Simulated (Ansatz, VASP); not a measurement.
**TiN in VASP and in Ansatz**

```
Ti N
1.0
     0.00000    2.19191    2.19191
     2.19191    0.00000    2.19191
     2.19191    2.19191    0.00000
Ti N
1 1
Direct
  0.00000 0.00000 0.00000
  0.50000 0.50000 0.50000
```

Alike in both runs: task single point; functional PBE; k mesh 18 × 18 × 18; occupations gaussian, width 0.1 eV; no spin polarisation.

|  | VASP | Ansatz |
| --- | --- | --- |
| version | VASP 6.6.1 | Ansatz 0.2.0 |
| potentials or method | VASP PAW PBE potentials, release 64 (Ti_sv, N), cutoff 520 eV | scalar-relativistic, plane waves, PAW |
| valence electrons in the cell | 17 | 17 |

|  | VASP | Ansatz | Ansatz less VASP |
| --- | --- | --- | --- |
| gap on the k mesh at the Fermi level (eV) | none | none | - |
| pressure (GPa) | -21.2 | -21.5 | -0.29 |

A gap of «none» marks a metal or a gap that the smearing closes.
